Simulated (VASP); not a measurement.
# Pt (Fm-3m) in VASP: a series of runs

Runs on Pt. Level: PBEsol. Tasks: single point.

Everything below comes from runs of VASP 6.6.1. Logs are shortened: lines on timing, memory, paths and dates and some standing lists are left out, and cuts for length are marked.

**1. The cell of the first run**

Symmetry: Fm-3m, No. 225, cubic system. Conventional cell: a = 3.918 Å, b = 3.918 Å, c = 3.918 Å, α = 90.00°, β = 90.00°, γ = 90.00°. Within 3.7 Å of Pt (site symmetry m-3m) lie 12 Pt at 2.77 Å.

**2. Single point, PBEsol, collinear spin (15.04 Å³/atom)**

Input file INCAR:

```
ALGO = Fast
EDIFF = 1E-6
ENCUT = 520
GGA = PS
ISIF = 2
ISMEAR = 0
ISPIN = 2
LASPH = T
LCHARG = F
LMAXMIX = 4
LORBIT = 11
LREAL = F
LWAVE = F
MAGMOM = 0.5
NBANDS = 15
NELM = 150
NUPDOWN = 0.5
PREC = Accurate
SIGMA = 0.15
```

Input file KPOINTS:

```
k-points
0
Gamma
  22 22 22
```

Input file POSCAR:

```
Pt
1.0
    0.0000000000      1.9589709028      1.9589709028
    1.9589709028      0.0000000000      1.9589709028
    1.9589709028      1.9589709028      0.0000000000
Pt
1
Direct
    0.0000000000      0.0000000000      0.0000000000
```

Potentials or basis: VASP PAW PBE potentials, release 64 (Pt).

On the command line:

```sh
> cat potpaw_PBE.64/Pt/POTCAR > POTCAR
> mpirun -np 1 vasp_std > vasp.out
```

OUTCAR:

```text
EDIFF = 1E-6
   ENCUT = 520
   GGA = PS
   ISIF = 2
   ISMEAR = 0
   ISPIN = 2
   LASPH = T
   LORBIT = 11
   LREAL = F
   NELM = 150
   NUPDOWN = 0.5
   PREC = Accurate

 ion  position               nearest neighbor table
   1  0.000  0.000  0.000-

  LATTYP: Found a face centered cubic cell.
 ALAT       =     3.9179418056

  Lattice vectors:

 A1 = (   0.0000000000,   1.9589709028,   1.9589709028)
 A2 = (   1.9589709028,   0.0000000000,   1.9589709028)
 A3 = (   1.9589709028,   1.9589709028,   0.0000000000)

Analysis of symmetry for initial positions (statically):
=====================================================================
 Subroutine PRICEL returns:
 Original cell was already a primitive cell.

 Routine SETGRP: Setting up the symmetry group for a
 face centered cubic supercell.

 Subroutine GETGRP returns: Found 48 space group operations
 (whereof 48 operations were pure point group operations)
 out of a pool of 48 trial point group operations.

The static configuration has the point symmetry O_h .

Analysis of symmetry for dynamics (positions and initial velocities):
=====================================================================
 Subroutine PRICEL returns:
 Original cell was already a primitive cell.

 Routine SETGRP: Setting up the symmetry group for a
 face centered cubic supercell.

 Subroutine GETGRP returns: Found 48 space group operations
 (whereof 48 operations were pure point group operations)
 out of a pool of 48 trial point group operations.

The dynamic configuration has the point symmetry O_h .

Analysis of structural, dynamic, and magnetic symmetry:
=====================================================================
 Subroutine PRICEL returns:
 Original cell was already a primitive cell.

 Routine SETGRP: Setting up the symmetry group for a
 face centered cubic supercell.

 Subroutine GETGRP returns: Found 48 space group operations
 (whereof 48 operations were pure point group operations)
 out of a pool of 48 trial point group operations.

The overall configuration has the point symmetry O_h .

 Subroutine INISYM returns: Found 48 space group operations
 (whereof 48 operations are pure point group operations),
 and found     1 'primitive' translations

----------------------------------------------------------------------------------------

                                     Primitive cell

  volume of cell :      15.0354

  direct lattice vectors                    reciprocal lattice vectors
     0.000000000  1.958970903  1.958970903    -0.255236052  0.255236052  0.255236052
     1.958970903  0.000000000  1.958970903     0.255236052 -0.255236052  0.255236052
     1.958970903  1.958970903  0.000000000     0.255236052  0.255236052 -0.255236052

  length of vectors
     2.770403219  2.770403219  2.770403219     0.442081811  0.442081811  0.442081811

  position of ions in fractional coordinates (direct lattice)
     0.000000000  0.000000000  0.000000000

  ion indices of the primitive-cell ions
   primitive index   ion index
                 1           1

----------------------------------------------------------------------------------------

 KPOINTS: k-points

Automatic generation of k-mesh.
 Grid dimensions read from file:
 generate k-points for:   22   22   22

 Generating k-lattice:

  Cartesian coordinates                     Fractional coordinates (reciprocal lattice)
    -0.011601639  0.011601639  0.011601639     0.045454545  0.000000000  0.000000000
     0.011601639 -0.011601639  0.011601639     0.000000000  0.045454545  0.000000000
     0.011601639  0.011601639 -0.011601639     0.000000000  0.000000000  0.045454545

  Length of vectors
     0.020094628  0.020094628  0.020094628

  Shift w.r.t. Gamma in fractional coordinates (k-lattice)
     0.000000000  0.000000000  0.000000000

 Subroutine IBZKPT returns following result:
 ===========================================

 Found    328 irreducible k-points:

 Following reciprocal coordinates:
            Coordinates               Weight
  0.000000  0.000000  0.000000      1.000000
  0.045455  0.000000  0.000000      8.000000
  0.090909  0.000000  0.000000      8.000000
  0.136364  0.000000  0.000000      8.000000
  0.181818  0.000000  0.000000      8.000000
  0.227273  0.000000  0.000000      8.000000
[... 16 lines left out ...]
  0.500000  0.045455  0.000000     24.000000
 -0.454545  0.045455  0.000000     24.000000
 [... further k-points ...]
   k-points           NKPTS =    328   k-points in BZ     NKDIM =    328   number of bands    NBANDS=     15
   number of dos      NEDOS =    301   number of ions     NIONS =      1
   total plane-waves  NPLWV =  13824
   dimension x,y,z NGX =    24 NGY =   24 NGZ =   24
   dimension x,y,z NGXF=    48 NGYF=   48 NGZF=   48
   ions per type =               1
   NGX,Y,Z   is equivalent  to a cutoff of  14.40, 14.40, 14.40 a.u.
   NGXF,Y,Z  is equivalent  to a cutoff of  28.80, 28.80, 28.80 a.u.
 SYSTEM =  unknown system
   PREC   = accura    normal or accurate (medium, high low for compatibility)
   ISTART =      0    job   : 0-new  1-cont  2-samecut
   ICHARG =      2    charge: 1-file 2-atom 10-const
   ISPIN  =      2    spin polarized calculation?
   LNONCOLLINEAR =      F non collinear calculations
   LSORBIT =      F    spin-orbit coupling
   LASPH  =      T    aspherical Exc in radial PAW
   ENCUT  =  520.0 eV  38.22 Ry    6.18 a.u.   5.15  5.15  5.15*2*pi/ulx,y,z
   NELM   =    150;   NELMIN=  2; NELMDL= -5     # of ELM steps
   EDIFF  = 0.1E-05   stopping-criterion for ELM
   LREAL  =      F    real-space projection
   EDIFFG = 0.1E-04   stopping-criterion for IOM
   NSW    =      0    number of steps for IOM
   IBRION =     -1    ionic relax: 0-MD 1-quasi-New 2-CG
   NFREE  =      0    steps in history (QN), initial steepest desc. (CG)
   ISIF   =      2    stress and relaxation
   ISYM   =      2    0-nonsym 1-usesym 2-fastsym
   POTIM  = 0.5000    time-step for ionic-motion
   TEBEG  =    0.0;   TEEND  =   0.0 temperature during run
   PSTRESS=    0.0 pullay stress
   NELECT =      10.0000    total number of electrons
   NUPDOWN=       0.5000    fix difference up-down
   EMIN   =  10.00;   EMAX   =-10.00  energy-range for DOS
   EFERMI =   0.00;   METHOD = LEGACY
   ISMEAR =     0;   SIGMA  =   0.15  broadening in eV -4-tet -1-fermi 0-gaus
   EFERMI_NEDOS =   21; number of points for ismear=-14 and -15
   IALGO  =     68    algorithm
   IMIX   =      4    mixing-type and parameters
     AMIX     =   0.40;   BMIX     =  1.00
     AMIX_MAG =   1.60;   BMIX_MAG =  1.00
  volume/ion in A,a.u.               =      15.04       101.46
  Fermi-wavevector in a.u.,A,eV,Ry     =   1.429015  2.700447 27.784245  2.042084
  Thomas-Fermi vector in A             =   2.549015
   LORBIT       =     11    0 simple, 1 ext, 2 COOP (PROOUT), +10 PAW based schemes
   GGA     = PS    functional components
   LHFCALC =     F    Hartree Fock is set to
   AEXX    =    0.0000 exact exchange contribution
   IVDW    =     0    specifies the selected vdW correction
   LEPSILON=     F    determine dielectric tensor
   LRPA    =     F    only Hartree local field effects (RPA)
 spin polarized calculation
 RMM-DIIS sequential band-by-band and
 Gauss-broadening in eV      SIGMA  =   0.15
  energy-cutoff  :      520.00
  volume of cell :       15.04
 maximum number of plane-waves:       419
 NGX is ok and might be reduce to    24
   NGX = 11   NGY = 11   NGZ = 11

 number of electron      10.0000000 magnetization       0.5000000

 Free energy of the ion-electron system (eV)
  ---------------------------------------------------
  ext. energy  EPLUGINS =         0.00000000
  ---------------------------------------------------
  free energy    TOTEN  =        -6.94594652 eV

  energy without entropy =       -6.93109033  energy(sigma->0) =       -6.93851842

 E-fermi :  11.0721     XC(G=0): -13.6449

 val. band max:       11.3476470125   @ k =   0.4091   0.2727   0.0455
 cond. band min:      11.0727287860   @ k =   0.4545   0.1364   0.0455
 fundamental gap:     -0.2749182265
 Fermi energy:        11.3505748158

 spin component 1

 k-point     1 :       0.0000    0.0000    0.0000
  band No.  band energies     occupation
      1       0.7813      1.00000
      2       7.1687      1.00000
      3       7.1687      1.00000
      4       7.1687      1.00000
      5       9.3686      1.00000
      6       9.3686      1.00000
      7      25.7375      0.00000
      8      30.7111      0.00000
      9      30.7111      0.00000
     10      30.7111      0.00000
     11      36.0481      0.00000
     12      43.2036      0.00000
     13      43.2760      0.00000
     14      43.2760      0.00000
     15      43.2760      0.00000
[... 397 lines left out ...]
 k-point    24 :      -0.4545    0.0455    0.0000
  band No.  band energies     occupation
      1       3.7144      1.00000
      2       7.0872      1.00000
      3       7.1859      1.00000
      4       9.8314      1.00000
      5      10.9227      0.99997
      6      11.6467      0.00262
      7      17.0680      0.00000
      8      25.4611      0.00000
      9      29.7749      0.00000
     10      30.2204      0.00000
     11      39.1414      0.00000
     12      39.5106      0.00000
     13      40.7464      0.00000
     14      43.6399      0.00000
     15      43.7215      0.00000

 [... further k-points ...]

 spin component 2

 k-point     1 :       0.0000    0.0000    0.0000
  band No.  band energies     occupation
      1       0.8694      1.00000
      2       7.5069      1.00000
      3       7.5069      1.00000
      4       7.5069      1.00000
      5       9.6759      1.00000
      6       9.6759      1.00000
      7      25.8110      0.00000
      8      30.7741      0.00000
      9      30.7741      0.00000
     10      30.7741      0.00000
     11      36.0539      0.00000
     12      43.3996      0.00000
     13      43.3996      0.00000
     14      43.3996      0.00000
     15      43.6944      0.00000
[... 397 lines left out ...]
 k-point    24 :      -0.4545    0.0455    0.0000
  band No.  band energies     occupation
      1       3.9360      1.00000
      2       7.3810      1.00000
      3       7.4826      1.00000
      4       9.9831      1.00000
      5      11.2876      0.02109
      6      11.9191      0.00000
      7      17.3415      0.00000
      8      25.5129      0.00000
      9      29.8962      0.00000
     10      30.3419      0.00000
     11      39.2329      0.00000
     12      39.6025      0.00000
     13      40.8499      0.00000
     14      44.1518      0.00000
     15      44.2351      0.00000

 [... further k-points ...]

------------------------ aborting loop because EDIFF is reached ----------------------------------------

  FORCE on cell =-STRESS in cart. coord.  units (eV):
  Direction    XX          YY          ZZ          XY          YZ          ZX
  --------------------------------------------------------------------------------------
  -------------------------------------------------------------------------------------
  Total        0.0913477      0.0913477      0.0913477      0.0000000      0.0000000      0.0000000
  in kB        9.7340618      9.7340618      9.7340618      0.0000000      0.0000000      0.0000000
  external PRESSURE =       9.7340618 kB  Pullay stress =       0.0000000 kB

 VOLUME and BASIS-vectors are now :
 -----------------------------------------------------------------------------
  energy-cutoff  :      520.00
  volume of cell :       15.04
      direct lattice vectors                 reciprocal lattice vectors
     0.000000000  1.958970903  1.958970903    -0.255236052  0.255236052  0.255236052
     1.958970903  0.000000000  1.958970903     0.255236052 -0.255236052  0.255236052
     1.958970903  1.958970903  0.000000000     0.255236052  0.255236052 -0.255236052

 POSITION                                       TOTAL-FORCE (eV/Angst)
 -----------------------------------------------------------------------------------
      0.00000      0.00000      0.00000         0.000000      0.000000      0.000000
 -----------------------------------------------------------------------------------
    total drift:                               -0.000000      0.000000     -0.000000

  FREE ENERGIE OF THE ION-ELECTRON SYSTEM (eV)
  ---------------------------------------------------
  free  energy   TOTEN  =        -6.9459465212 eV

  energy  without entropy=       -6.9310903271  energy(sigma->0) =       -6.93851842

 total charge

# of ion       s       p       d       tot
------------------------------------------
    1        0.636   0.621   8.035   9.292

 magnetization (x)

# of ion       s       p       d       tot
------------------------------------------
    1        0.001  -0.004   0.497   0.495
```

Wall time 49 s (1 thread of Intel Xeon 6975P-C (Granite Rapids), shared host); peak memory 0.24 GiB.

Results:

```yaml
Free_energy: -6.9459 eV
Pressure: 1.0 GPa
Net_moment: 0.50 μB per cell
Site_moments: Pt +0.49 μB
Valence_electrons_inside_the_program's_atomic_spheres: Pt 9.29
```

Caveat: the PAW data sets were made with another functional, which shifts forces and pressure a little; spin-orbit coupling is left out, which moves the levels of the heavy elements; the total moment is fixed, so each spin has its own Fermi level.

(Part 1 of 2 ends here.)
